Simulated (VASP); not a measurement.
Set up this calculation in VASP 6.6.1, as the native input.

* Task: single point
* Functional: PBE
* Potentials or basis: VASP PAW PBE potentials, release 64 (K_sv, Ta_pv, O)
* Cutoff: 520 eV
* k mesh: 12 × 12 × 12
* Occupations: gaussian, width 0.1 eV
* Spin: no spin polarisation
* Dipole correction: no
* Further INCAR settings: ALGO = Normal; EDIFF = 1e-06; NBANDS = 32

The structure of K2TaO3 lies in POSCAR:

```
K2TaO3
1.0
    2.8844440646      1.6653345572      2.8781093869
   -2.8844440646      1.6653345572      2.8781093869
    0.0000000000     -3.3306691143      2.8781093869
K Ta O
2 1 3
Direct
    0.6401377843      0.6401377843      0.6401377843
    0.3598622157      0.3598622157      0.3598622157
    0.0000000000      0.0000000000      0.0000000000
    0.5000000000      0.0000000000      0.0000000000
    0.0000000000      0.5000000000      0.0000000000
    0.0000000000      0.0000000000      0.5000000000
```

The cell was generated, and may not be a known phase.

These files were run (other wordings do the same):

INCAR

```
SYSTEM = K2TaO3
  ALGO = Normal
  EDIFF = 1E-6
  ENCUT = 520
  GGA = PE
  ISIF = 2
  ISMEAR = 0
  LASPH = .True.
  LCHARG = .True.
  LELF = .True.
  LREAL = .False.
  LVHAR = .True.
  LWAVE = .False.
  NBANDS = 32
  NELM = 100
  PREC = Accurate
  SIGMA = 0.1
```

KPOINTS

```
k-points
0
Gamma
  12 12 12
  0 0 0
```

Potentials or basis: VASP PAW PBE potentials, release 64 (K_sv, Ta_pv, O).

Run with:

```console
$ cat potpaw_PBE.64/K_sv/POTCAR potpaw_PBE.64/Ta_pv/POTCAR potpaw_PBE.64/O/POTCAR > POTCAR
$ mpirun -np 1 vasp_std > vasp.out
```

Results of the run:

```
Pressure               : 0.8 GPa
Largest force          : 0.010 eV/Å
Band gap on the k mesh : zero (an odd number of electrons rules out a gap without spin polarisation)
```

Caveat: spin-orbit coupling is left out, which moves the levels of the heavy elements; an odd number of electrons without spin polarisation forces a metal; a magnetic or distorted state may lie lower.

Wall time 6.2 min on 1 thread of Intel(R) Xeon(R) Platinum 8488C (Sapphire Rapids), with other jobs on the host, peak memory 0.54 GiB.
